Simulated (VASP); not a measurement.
CdTe:

```xyz
2
Lattice="0.0000 3.2050 3.2050 3.2050 0.0000 3.2050 3.2050 3.2050 0.0000" Properties=species:S:1:pos:R:3 pbc="T T T"
Te    4.8075    4.8075    4.8075
Cd    0.0000    0.0000    0.0000
```

| Quantity | Value |
| --- | --- |
| Program | VASP 6.6.1 |
| Task | relaxation of cell and atoms |
| Functional | PBE-based screened hybrid with 25 % exact exchange |
| Potentials or basis | VASP PAW PBE potentials, release 64 (Te, Cd) |
| Cutoff | 600 eV |
| k mesh | 4 × 4 × 4 |
| Occupations | fermi-dirac, width 0.05 eV |
| Spin | no spin polarisation |

At the start: pressure 3.7 GPa; volume 32.92 Å³/atom.

Task: How do energy, volume and symmetry change on relaxing?

Result: Over 3 steps the energy falls by 28.7 meV/atom and the volume is 35.61 Å³/atom (+8.2 %); space group F-43m (No. 216, to 0.1 Å) before and after.

Step by step:
```tsv
step	energy change (eV)	largest force (eV/Å)	pressure (GPa)	volume (Å³)
1	0.0000	0.0000	3.65	65.84
2	-0.0507	0.0000	-1.01	73.26
3	-0.0573	0.0000	-0.01	71.23
```

Final structure:
```
CELL_PARAMETERS angstrom
0.00000 3.29009 3.29009
3.29009 0.00000 3.29009
3.29009 3.29009 0.00000
ATOMIC_POSITIONS crystal
Te 0.75000 0.75000 0.75000
Cd 0.00000 0.00000 0.00000
```

Caveat: the k points lie up to 0.41 Å⁻¹ apart in the final cell; the PAW data sets were made with another functional, which shifts forces and pressure a little.
